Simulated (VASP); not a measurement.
Wanted: the native input for a VASP 6.6.1 run.

| Quantity | Value |
| --- | --- |
| Task | single point |
| Functional | PBE |
| Dispersion | D3(BJ) |
| Potentials or basis | VASP PAW PBE potentials, release 64 (B, N) |
| Cutoff | 520 eV |
| k mesh | 12 × 12 × 1 |
| Occupations | gaussian, width 0.02 eV |
| Spin | no spin polarisation |
| Dipole correction | yes |
| Further INCAR settings | ALGO = Normal; EDIFF = 1e-06; NBANDS = 11 |

The structure of BN lies in POSCAR:

```
BN
1.0
    2.5450000000      0.0000000000      0.0000000000
   -1.2725000000      2.2040346526      0.0000000000
    0.0000000000      0.0000000000     26.0000000000
B N
1 1
Direct
    0.0000000000      0.0000000000      0.5164807692
    0.6666666667      0.3333333333      0.4835192308
```

One way to write it, as run:

INCAR

```
SYSTEM = BN
PREC     = Accurate       ! precision mode
ENCUT    = 520            ! plane-wave cutoff, eV
EDIFF    = 1E-6           ! SCF threshold, eV
ISMEAR   = 0              ! smearing method
SIGMA    = 0.02           ! smearing width, eV
LREAL    = .False.        ! projectors in reciprocal space
LASPH    = .True.         ! aspherical terms in the spheres
NELM     = 60             ! most SCF steps
ALGO     = Normal         ! electronic algorithm
ISIF     = 2              ! what is computed and relaxed
LWAVE    = .False.        ! write WAVECAR
LCHARG   = .True.         ! write CHGCAR
LDIPOL   = .True.       
IDIPOL   = 3            
DIPOL    = 0.5 0.5 0.500
GGA      = PE             ! functional
IVDW     = 12             ! dispersion correction
LELF     = .True.         ! ELF
LVHAR    = .True.       
LVACPOTAV= .True.       
NBANDS   = 11             ! bands
```

KPOINTS

```
regular mesh
0
Gamma
  12 12 1
  0 0 0
```

Potentials or basis: VASP PAW PBE potentials, release 64 (B, N).

Launch:

```sh
$ cat potpaw_PBE.64/B/POTCAR potpaw_PBE.64/N/POTCAR > POTCAR
$ mpirun -np 1 vasp_std > vasp.out
```

It gave:

```yaml
Largest_force: 9.396 eV/Å
Band_gap_on_the_k_mesh: zero (bands 4 and 5 overlap by 0.67 eV)
Dispersion_energy_per_atom: -0.073 eV
```

Run time: 39 s on 1 thread of AMD EPYC 7R13 Processor (Zen 3) (shared host), peak memory 0.23 GiB.
